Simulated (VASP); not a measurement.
Input of a VASP 6.6.1 run:

The input INCAR:

```
PREC = Accurate
ENCUT = 520
EDIFF = 1E-6
ISMEAR = -1
SIGMA = 0.05
LREAL = Auto
LASPH = T
NELM = 100
ALGO = Normal
ISIF = 2
LWAVE = F
LCHARG = F
GGA = CA
NBANDS = 122
```

The input KPOINTS:

```
Automatic mesh
0
Gamma
  2 2 2
```

Contents of POSCAR:

```
Rb4Ag12Se7
1.0
   -0.0000002600      8.7474980000     -0.0000001200
    8.2641720700     -2.1868742500      0.0000000300
    3.5628630000      0.0000000000     -8.0324830000
Ag Se Rb
12 7 4
Direct
    0.0258682065      0.0870978681      0.5834622992
    0.5126739193      0.9060105234      0.3999598836
    0.2822369702      0.0758801436      0.3590630654
    0.2197250692      0.8123670592      0.6625095874
    0.3248349744      0.3486607833      0.4823422560
    0.2160312594      0.6600649348      0.4447324686
    0.5244138544      0.1276169138      0.5771799257
    0.9689026609      0.8160035213      0.4569773641
    0.7898517366      0.1783154594      0.3732805797
    0.7121538282      0.8217062267      0.6582081704
    0.8604245238      0.4315272363      0.5233013141
    0.6137385297      0.5946809977      0.4888672586
    0.2570935890      0.0478846261      0.7806340792
   -0.1500500436      1.0032385464      0.2246600520
    0.0916682411      0.4395971813      0.3206034799
    0.4133182200      0.6008495016      0.7052276324
    0.7577331388      0.0694640381      0.7597559697
    0.6048748195      0.4283635759      0.2992292595
    0.8746071124      0.5791114723      0.7439304773
    0.0740602340      0.2964760086      0.8832007488
    0.4265598269      0.7308564873      0.0368084154
    0.5528152043      0.2516842906      0.9639839812
    0.9253000665      0.7460454028      0.0447083313
```

Potentials or basis: VASP PAW LDA potentials, release 64 (Ag, Se, Rb_sv).

Command:

```console
$ cat potpaw_LDA.64/Ag/POTCAR potpaw_LDA.64/Se/POTCAR potpaw_LDA.64/Rb_sv/POTCAR > POTCAR
$ mpirun -np 1 vasp_std > vasp.out
```

Problem. Predict the pressure.

Solution. -2.0 GPa.

Problem. Estimate the band gap on the k mesh.

Solution. 0.55 eV.

Problem. Predict the largest force.

Solution. 0.716 eV/Å.

Forces in eV/Å, atoms in the order of the input:
```
Ag   0.029  0.013  0.008
Ag   0.029  0.045  0.034
Ag  -0.109 -0.062 -0.048
Ag  -0.075 -0.030 -0.060
Ag  -0.025 -0.005  0.020
Ag   0.075  0.016  0.101
Ag  -0.009 -0.113 -0.147
Ag   0.065  0.041  0.097
Ag   0.279 -0.118 -0.078
Ag  -0.034  0.026  0.017
Ag   0.075  0.075 -0.040
Ag  -0.010  0.023  0.079
Se  -0.015  0.032 -0.028
Se  -0.183 -0.692  0.023
Se  -0.018  0.003  0.031
Se  -0.009  0.097  0.008
Se   0.006  0.049  0.039
Se  -0.132  0.108 -0.030
Se   0.060  0.189  0.026
Rb  -0.005  0.095 -0.082
Rb   0.008  0.070 -0.004
Rb   0.020  0.115  0.028
Rb  -0.023  0.025  0.005
```
